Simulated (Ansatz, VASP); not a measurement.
## BaO in VASP and in Ansatz

```
CELL_PARAMETERS angstrom
0.00000 2.77273 2.77273
2.77273 0.00000 2.77273
2.77273 2.77273 0.00000
ATOMIC_POSITIONS crystal
Ba 0.00000 0.00000 0.00000
O 0.50000 0.50000 0.50000
```

Change from the starting cell: volume scaled by 1.025.

Alike in both runs: task single point; functional PBE; k mesh 9 × 9 × 9; occupations fermi-dirac, width 0.02 eV; no spin polarisation.

|  | VASP | Ansatz |
| --- | --- | --- |
| version | VASP 6.6.1 | Ansatz 0.2.0 |
| potentials or method | VASP PAW PBE potentials, release 64 (Ba_sv, O), cutoff 600 eV | all-electron LAPW, scalar-relativistic |

VASP gave:

```
gap on the k mesh at the Fermi level (eV) : 2.07
pressure (GPa)                            : 2.7
```

Task: What did Ansatz give for the same quantities?

Result: gap on the k mesh at the Fermi level (eV): 2.13; pressure (GPa): 1.1.

Ansatz ran all-electron here, and VASP with PAW potentials.

Spin-orbit coupling is off throughout.
